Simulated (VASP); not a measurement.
Wanted: the native input for a VASP 6.6.1 run.

```yaml
Task: single point
Functional: PBE
Potentials_or_basis: VASP PAW PBE potentials, release 64 (Bi_d)
Cutoff: 520 eV
k_mesh: 14 × 14 × 8
Occupations: gaussian, width 0.1 eV
Spin: no spin polarisation
Dipole_correction: no
Further_INCAR_settings: ALGO = Normal; EDIFF = 1e-06; NBANDS = 22
```

The structure of Bi lies in POSCAR:

```
Bi
1.0
    3.1720543005      0.0000000000     -0.1943025748
    0.0000000000      3.2873004109      0.0000000000
   -0.4654404907      0.0000000000      6.2154473068
Bi
2
Direct
    0.4596115220      0.0000000000      0.2546785240
    0.5403884780      0.0000000000      0.7453214760
```

This cell differs from its parent crystal: strained.

One way to write it, as run:

INCAR

```
ALGO = Normal
EDIFF = 1E-6
ENCUT = 520
GGA = PE
ISIF = 2
ISMEAR = 0
LASPH = True
LCHARG = False
LREAL = False
LWAVE = False
NBANDS = 22
NELM = 100
PREC = Accurate
SIGMA = 0.1
```

KPOINTS

```
k-points
0
Gamma
  14 14 8
```

Potentials or basis: VASP PAW PBE potentials, release 64 (Bi_d).

Launch:

```console
$ cat potpaw_PBE.64/Bi_d/POTCAR > POTCAR
$ mpirun -np 1 vasp_std > vasp.out
```

It gave:

| Property | Result |
| --- | --- |
| Pressure | 4.9 GPa |
| Largest force | 0.280 eV/Å |
| Band gap on the k mesh | zero (band 15 reaches 10.96 eV, above the bottom of band 16 at 5.25 eV) |

Caveat: the cell differs from its parent crystal (strained); spin-orbit coupling is left out, which moves the levels of the heavy elements.

It took 110 s on 1 thread of Intel(R) Xeon(R) 6975P-C (Granite Rapids) (shared host), peak memory 0.57 GiB.
